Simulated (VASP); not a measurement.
Input of a VASP 6.6.1 run:

INCAR

```
SYSTEM = Hf
PREC = Accurate ; ENCUT = 600
EDIFF = 1E-7 ; ISMEAR = -1
SIGMA = 0.05 ; LREAL = .False.
LASPH = .True. ; NELM = 80
ALGO = Normal ; ISIF = 3
LWAVE = .False. ; LCHARG = .False.
GGA = PE ; IVDW = 13
IBRION = 2 ; NSW = 60
EDIFFG = -0.01
```

The input KPOINTS:

```
Automatic mesh
0
Gamma
  10 10 10
  0 0 0
```

The input POSCAR:

```
Hf
1.0
    0.0000000000      2.2200000000      2.2200000000
    2.2200000000      0.0000000000      2.2200000000
    2.2200000000      2.2200000000      0.0000000000
Hf
1
Direct
    0.0000000000      0.0000000000      0.0000000000
```

Potentials or basis: VASP PAW PBE potentials, release 64 (Hf_pv).

Launch:

```sh
$ cat potpaw_PBE.64/Hf_pv/POTCAR > POTCAR
$ mpirun -np 1 vasp_std > vasp.out
```

Task: Predict the space group after relaxing (to 0.05 Å).

Result: Fm-3m (No. 225).

Task: What does it give for the relaxed volume?

Result: 22.10 Å³/atom.

Task: What does it give for the band gap on the k mesh?

Result: Zero (band 5 reaches 6.24 eV, above the bottom of band 6 at 4.43 eV).

Final structure:
```
CELL_PARAMETERS angstrom
0.00000 2.22721 2.22721
2.22721 0.00000 2.22721
2.22721 2.22721 0.00000
ATOMIC_POSITIONS crystal
Hf 0.00000 0.00000 0.00000
```

Caveat: spin-orbit coupling is left out, which moves the levels of the heavy elements; pairwise dispersion overbinds metals, which lowers pressure and volume. Zero-point motion and thermal expansion aren't in these numbers.
